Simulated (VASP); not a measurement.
# TiCo (Pm-3m) in VASP: settings compared

TiCo is run at these levels: PBEsol, LDA; tasks: vibrations by perturbation theory, elastic constants.

All numbers are computed with VASP 6.6.1; they aren't measurements. Logs are shortened: lines on timing, memory, paths and dates and some standing lists are left out, and cuts for length are marked.

## 1. The cell of the first run

Symmetry: Pm-3m, No. 221, cubic system. The conventional cell has a = 2.986 Å, b = 2.986 Å, c = 2.986 Å, α = 90.00°, β = 90.00°, γ = 90.00°. Co (site symmetry m-3m) has 8 Ti at 2.59 Å and 6 Co at 2.99 Å within 3.4 Å. Within 3.4 Å of Ti (site symmetry m-3m) lie 8 Co at 2.59 Å and 6 Ti at 2.99 Å.

## 2. Vibrations by perturbation theory, PBEsol, collinear spin, ferromagnetic start

INCAR reads:

```
PREC     = Accurate       # precision mode
ENCUT    = 520            # plane-wave cutoff, eV
EDIFF    = 1E-8           # SCF threshold, eV
ISMEAR   = -1             # smearing method
SIGMA    = 0.05           # smearing width, eV
LREAL    = False          # projectors in reciprocal space
LASPH    = True           # aspherical terms in the spheres
NELM     = 150            # most SCF steps
ALGO     = Normal         # electronic algorithm
ISIF     = 2              # what is computed and relaxed
LWAVE    = False          # write WAVECAR
LCHARG   = True           # write CHGCAR
ISPIN    = 2              # spin polarisation
MAGMOM   = 2 1            # initial moments
LORBIT   = 11             # projections on sites
LMAXMIX  = 4              # l up to which the mixer works
GGA      = PS             # functional
NBANDS   = 22             # bands
IBRION   = 8              # ionic algorithm
NSW      = 1              # ionic steps
```

KPOINTS reads:

```
regular mesh
0
Gamma
  7 7 7
```

POSCAR reads:

```
TiCo
1.0
    2.9861109900      0.0000000000      0.0000000000
    0.0000000000      2.9861109900      0.0000000000
    0.0000000000      0.0000000000      2.9861109900
Co Ti
1 1
Direct
    0.5000000000      0.5000000000      0.5000000000
    0.0000000000      0.0000000000      0.0000000000
```

Potentials or basis: VASP PAW PBE potentials, release 64 (Co, Ti_sv).

The run is started by

```
> cat potpaw_PBE.64/Co/POTCAR potpaw_PBE.64/Ti_sv/POTCAR > POTCAR
> mpirun -np 1 vasp_std > vasp.out
```

OUTCAR:

```text
PREC = Accurate
   ENCUT = 520
   EDIFF = 1E-8
   ISMEAR = -1
   LREAL = False
   LASPH = True
   NELM = 150
   ISIF = 2
   ISPIN = 2
   LORBIT = 11
   GGA = PS
   IBRION = 8
   NSW = 1

 ion  position               nearest neighbor table
   1  0.500  0.500  0.500-   2 2.59   2 2.59   2 2.59   2 2.59   2 2.59   2 2.59   2 2.59   2 2.59

   2  0.000  0.000  0.000-   1 2.59   1 2.59   1 2.59   1 2.59   1 2.59   1 2.59   1 2.59   1 2.59

  LATTYP: Found a simple cubic cell.
 ALAT       =     2.9861109900

  Lattice vectors:

 A1 = (   2.9861109900,   0.0000000000,   0.0000000000)
 A2 = (   0.0000000000,   2.9861109900,   0.0000000000)
 A3 = (   0.0000000000,   0.0000000000,   2.9861109900)

Analysis of symmetry for initial positions (statically):
=====================================================================
 Subroutine PRICEL returns:
 Original cell was already a primitive cell.

 Routine SETGRP: Setting up the symmetry group for a
 simple cubic supercell.

 Subroutine GETGRP returns: Found 48 space group operations
 (whereof 48 operations were pure point group operations)
 out of a pool of 48 trial point group operations.

The static configuration has the point symmetry O_h .

Analysis of symmetry for dynamics (positions and initial velocities):
=====================================================================
 Subroutine PRICEL returns:
 Original cell was already a primitive cell.

 Routine SETGRP: Setting up the symmetry group for a
 simple cubic supercell.

 Subroutine GETGRP returns: Found 48 space group operations
 (whereof 48 operations were pure point group operations)
 out of a pool of 48 trial point group operations.

The dynamic configuration has the point symmetry O_h .

Analysis of structural, dynamic, and magnetic symmetry:
[... 1186 lines left out ...]

 POSITION                                       TOTAL-FORCE (eV/Angst)
 -----------------------------------------------------------------------------------
      1.49306      1.49306      1.49306         0.000000      0.000000      0.000000
      0.00000      0.00000      0.00000         0.000000      0.000000      0.000000
 -----------------------------------------------------------------------------------
    total drift:                                0.000000      0.000000     -0.000000

  FREE ENERGIE OF THE ION-ELECTRON SYSTEM (eV)
  ---------------------------------------------------
  free  energy   TOTEN  =       -16.8877947000 eV

  energy  without entropy=      -16.8759005743  energy(sigma->0) =      -16.88184764

[... ionic steps 2 to 3 ...]

--------------------------------------- Ionic step        4  -------------------------------------------

------------------------ aborting loop because EDIFF is reached ----------------------------------------

[... ionic steps 5 to 6 ...]

--------------------------------------- Ionic step        7  -------------------------------------------

 Free energy of the ion-electron system (eV)
  ---------------------------------------------------
  ---------------------------------------------------
  free energy    TOTEN  =        -0.60414102 eV

  energy without entropy =       -0.60414098

------------------------ aborting loop because EDIFF is reached ----------------------------------------

 INTERNAL STRAIN TENSOR  FOR ION    2  DIRECTION 1   (eV/Angst):
 -----------------------------------------------------------------------------
    -0.05704  0.00000  0.00000
    -0.00000  0.03907  0.00000
     0.00000  0.00000  0.03907

 INTERNAL STRAIN TENSOR FOR ION    2 for displacements in x,y,z  (eV/Angst):
          X           Y           Z          XY          YZ          ZX
  --------------------------------------------------------------------------------
  x     0.00000     0.00000     0.00000     0.00000     0.00000     0.00000
  y     0.00000     0.00000     0.00000     0.00000     0.00000     0.00000
  z     0.00000     0.00000     0.00000     0.00000     0.00000     0.00000

 SECOND DERIVATIVES (NOT SYMMETRIZED)
 ------------------------------------
               1X          1Y          1Z          2X          2Y          2Z
  1X    -4.564048   -0.000000    0.000000    4.564048    0.000000   -0.000000
  1Y    -0.000000   -4.564048   -0.000000    0.000000    4.564048    0.000000
  1Z     0.000000    0.000000   -4.564048   -0.000000   -0.000000    4.564048
  2X     4.570171   -0.000000   -0.000000   -4.570171    0.000000    0.000000
  2Y    -0.000000    4.570171   -0.000000    0.000000   -4.570171    0.000000
  2Z     0.000000    0.000000    4.570171   -0.000000   -0.000000   -4.570171

 Eigenvectors and eigenvalues of the dynamical matrix
 ----------------------------------------------------

   1 f  =    6.500432 THz    40.843419 2PiTHz  216.831075 cm-1    26.883615 meV
             X         Y         Z           dx          dy          dz
      1.493055  1.493055  1.493055     0.645852    0.170697   -0.040818
      0.000000  0.000000  0.000000    -0.717012   -0.189505    0.045316
[... 21 lines left out ...]
   6 f/i=    0.002167 THz     0.013615 2PiTHz    0.072279 cm-1     0.008961 meV
             X         Y         Z           dx          dy          dz
      1.493055  1.493055  1.493055    -0.299292    0.668143   -0.126809
      0.000000  0.000000  0.000000    -0.269589    0.601833   -0.114224

--------------------------------------------------------------------------------------------------------

 ELASTIC MODULI CONTR FROM IONIC RELAXATION (kBar)
 Direction    XX          YY          ZZ          XY          YZ          ZX
 --------------------------------------------------------------------------------
 XX           0.0000      0.0000      0.0000      0.0000      0.0000      0.0000
 YY           0.0000      0.0000      0.0000      0.0000      0.0000      0.0000
 ZZ           0.0000      0.0000      0.0000      0.0000      0.0000      0.0000
 XY           0.0000      0.0000      0.0000      0.0000      0.0000      0.0000
 YZ           0.0000      0.0000      0.0000      0.0000      0.0000      0.0000
 ZX           0.0000      0.0000      0.0000      0.0000      0.0000      0.0000
 --------------------------------------------------------------------------------

 total charge

# of ion       s       p       d       tot
------------------------------------------
    1        0.526   0.457   7.306   8.289
    2        2.248   6.182   1.856  10.286
--------------------------------------------------
tot          2.775   6.638   9.162  18.575

 magnetization (x)

# of ion       s       p       d       tot
------------------------------------------
    1        0.027  -0.001   0.853   0.878
    2       -0.002  -0.011  -0.023  -0.036
--------------------------------------------------
tot          0.024  -0.012   0.830   0.842
```

stdout:

```text
POSCAR found type information on POSCAR CoTi
 POSCAR found :  2 types and       2 ions
 scaLAPACK will be used
 -----------------------------------------------------------------------------
|                                                                             |
|                                                                             |
|     You enforced a specific xc type in the INCAR file but a different       |
|     I HOPE YOU KNOW WHAT YOU ARE DOING!                                     |
|                                                                             |
 -----------------------------------------------------------------------------

 LDA part: xc-table for (Slater+PW92), standard interpolation
 POSCAR, INCAR and KPOINTS ok, starting setup
 FFT: planning ... GRIDC
 FFT: planning ... GRID_SOFT
 FFT: planning ... GRID
 WAVECAR not read
 entering main loop
 Linear response reoptimize wavefunctions to high precision
 Linear response DOF=           2
 Linear response progress:
 first order change of Fermi-energy   0.17888E-02
 force on displaced ion       1 direction 1 :  -4.564  -0.000   0.000
 Linear response progress:
 first order change of Fermi-energy  -0.17625E-02
 force on displaced ion       2 direction 1 :  -4.570  -0.000   0.000
 Linear response finished
```

Wall time 1.7 min (1 thread of Intel Xeon 6975P-C (Granite Rapids), shared host); peak memory 0.23 GiB.

Results:

```yaml
Net_moment: 0.80 μB per cell
Site_moments: Co +0.88; Ti -0.04 μB
Valence_electrons_inside_the_program's_atomic_spheres: Co 8.29; Ti 10.29
Highest_phonon_frequency_at_Γ: 217 cm⁻¹
```

Phonon frequencies in cm⁻¹ (negative: imaginary):
```csv
q point,frequencies
"(0.000, 0.000, 0.000)",0 0 0 217 217 217
```

Caveat: the cell stands under pressure or tension, which shifts response properties; the PAW data sets were made with another functional, which shifts forces and pressure a little.

## 3. Elastic constants, LDA, collinear spin, ferromagnetic start

INCAR reads:

```
SYSTEM = TiCo
ALGO = Normal
EDIFF = 1E-8
ENCUT = 600
IBRION = 6
ISIF = 3
ISMEAR = -1
ISPIN = 2
LASPH = .TRUE.
LCHARG = .TRUE.
LMAXMIX = 4
LORBIT = 11
LREAL = .FALSE.
LWAVE = .FALSE.
MAGMOM = 2 1
NBANDS = 22
NELM = 150
NFREE = 2
NSW = 1
POTIM = 0.015
PREC = Accurate
SIGMA = 0.05
```

KPOINTS reads:

```
k-points
0
G
  7 7 7
  0 0 0
```

POSCAR is that of step 2.

Potentials or basis: VASP PAW LDA potentials, release 64 (Co, Ti_sv).

The run is started by

```
> cat potpaw_LDA.64/Co/POTCAR potpaw_LDA.64/Ti_sv/POTCAR > POTCAR
> mpirun -np 1 vasp_std > vasp.out
```

It took 18 min on 1 thread of Intel Xeon 8259CL, shared host; peak memory 0.3 GiB.

Results (log left out):

```
Net moment                                            : 0.63 μB per cell
Site moments                                          : Co +0.63; Ti +0.01 μB
Valence electrons inside the program's atomic spheres : Co 8.32; Ti 10.30
Elastic constants C11, C12, C44                       : 230, 116, 45 GPa
Voigt bulk modulus                                    : 154 GPa
Highest phonon frequency at Γ                         : 193 cm⁻¹
```

Phonon frequencies in cm⁻¹ (negative: imaginary):
```csv
q point,frequencies
"(0.000, 0.000, 0.000)",0 0 0 193 193 193
```

Elastic tensor in Voigt notation (GPa, in the Cartesian axes of the cell as first typed):
```
230 116 116   0   0   0
116 230 116   0   0   0
116 116 230   0   0   0
  0   0   0  45   0   0
  0   0   0   0  45   0
  0   0   0   0   0  45
```

Clamped-ion elastic tensor (GPa):
```
230 116 116   0   0   0
116 230 116   0   0   0
116 116 230   0   0   0
  0   0   0  45   0   0
  0   0   0   0  45   0
  0   0   0   0   0  45
```

Caveat: the cell is under stress, which shifts elastic constants.

## 4. Vibrations by perturbation theory, PBEsol, collinear spin, ferromagnetic start

INCAR reads:

```
PREC = Accurate
ENCUT = 520
EDIFF = 1E-8
ISMEAR = -1
SIGMA = 0.05
LREAL = False
LASPH = True
NELM = 150
ALGO = Normal
ISIF = 2
LWAVE = False
LCHARG = False
ISPIN = 2
MAGMOM = 2 1
LORBIT = 11
LMAXMIX = 4
GGA = PS
NBANDS = 22
IBRION = 8
NSW = 1
```

KPOINTS reads:

```
regular mesh
0
Gamma
  8 8 8
```

POSCAR is that of step 3.

Potentials or basis: VASP PAW PBE potentials, release 64 (Co, Ti_sv).

The run is started by

```
> cat potpaw_PBE.64/Co/POTCAR potpaw_PBE.64/Ti_sv/POTCAR > POTCAR
> mpirun -np 1 vasp_std > vasp.out
```

OUTCAR:

```text
PREC = Accurate
   ENCUT = 520
   EDIFF = 1E-8
   ISMEAR = -1
   LREAL = False
   LASPH = True
   NELM = 150
   ISIF = 2
   ISPIN = 2
   LORBIT = 11
   GGA = PS
   IBRION = 8
   NSW = 1

 ion  position               nearest neighbor table
   1  0.500  0.500  0.500-   2 2.59   2 2.59   2 2.59   2 2.59   2 2.59   2 2.59   2 2.59   2 2.59

   2  0.000  0.000  0.000-   1 2.59   1 2.59   1 2.59   1 2.59   1 2.59   1 2.59   1 2.59   1 2.59

[... 1493 lines left out ...]
   1 f  =    5.954023 THz    37.410229 2PiTHz  198.604824 cm-1    24.623849 meV
             X         Y         Z           dx          dy          dz
      1.493055  1.493055  1.493055     0.669071    0.000000   -0.000000
      0.000000  0.000000  0.000000    -0.743198   -0.000000    0.000000
[... 21 lines left out ...]
   6 f/i=    0.003614 THz     0.022709 2PiTHz    0.120561 cm-1     0.014948 meV
             X         Y         Z           dx          dy          dz
      1.493055  1.493055  1.493055    -0.234313    0.705295   -0.000000
      0.000000  0.000000  0.000000    -0.210943    0.634948    0.000000

--------------------------------------------------------------------------------------------------------

 ELASTIC MODULI CONTR FROM IONIC RELAXATION (kBar)
 Direction    XX          YY          ZZ          XY          YZ          ZX
 --------------------------------------------------------------------------------
 XX           0.0000      0.0000      0.0000      0.0000      0.0000      0.0000
 YY           0.0000      0.0000      0.0000      0.0000      0.0000      0.0000
 ZZ           0.0000      0.0000      0.0000      0.0000      0.0000      0.0000
 XY           0.0000      0.0000      0.0000      0.0000      0.0000      0.0000
 YZ           0.0000      0.0000      0.0000      0.0000      0.0000      0.0000
 ZX           0.0000      0.0000      0.0000      0.0000      0.0000      0.0000
 --------------------------------------------------------------------------------

 total charge

# of ion       s       p       d       tot
------------------------------------------
    1        0.522   0.442   7.342   8.306
    2        2.248   6.181   1.848  10.277
--------------------------------------------------
tot          2.769   6.624   9.190  18.582

 magnetization (x)

# of ion       s       p       d       tot
------------------------------------------
    1        0.000   0.000   0.000   0.000
    2       -0.000  -0.000   0.000   0.000
--------------------------------------------------
tot          0.000  -0.000   0.000   0.000
```

stdout:

```text
POSCAR found type information on POSCAR CoTi
 POSCAR found :  2 types and       2 ions
 scaLAPACK will be used
 -----------------------------------------------------------------------------
|                                                                             |
|                                                                             |
|     You enforced a specific xc type in the INCAR file but a different       |
|     I HOPE YOU KNOW WHAT YOU ARE DOING!                                     |
|                                                                             |
 -----------------------------------------------------------------------------

 LDA part: xc-table for (Slater+PW92), standard interpolation
 POSCAR, INCAR and KPOINTS ok, starting setup
 FFT: planning ... GRIDC
 FFT: planning ... GRID_SOFT
 FFT: planning ... GRID
 WAVECAR not read
 entering main loop
 Linear response reoptimize wavefunctions to high precision
 Linear response DOF=           2
 Linear response progress:
 first order change of Fermi-energy   0.24632E-02
 force on displaced ion       1 direction 1 :  -3.827   0.000   0.000
 Linear response progress:
 first order change of Fermi-energy  -0.22777E-02
 force on displaced ion       2 direction 1 :  -3.836   0.000   0.000
 Linear response finished
```

Run time: 7.8 min. Hardware: 1 thread of Intel Xeon 8259CL, shared host; peak memory 0.29 GiB.

Results:

```yaml
Net_moment: 0.00 μB per cell
Valence_electrons_inside_the_program's_atomic_spheres: Co 8.31; Ti 10.28
Highest_phonon_frequency_at_Γ: 199 cm⁻¹
```

Phonon frequencies in cm⁻¹ (negative: imaginary):
```
              q point        frequencies
(0.000, 0.000, 0.000)  0 0 0 199 199 199
```

Caveat: the cell stands under pressure or tension, which shifts response properties; the PAW data sets were made with another functional, which shifts forces and pressure a little.
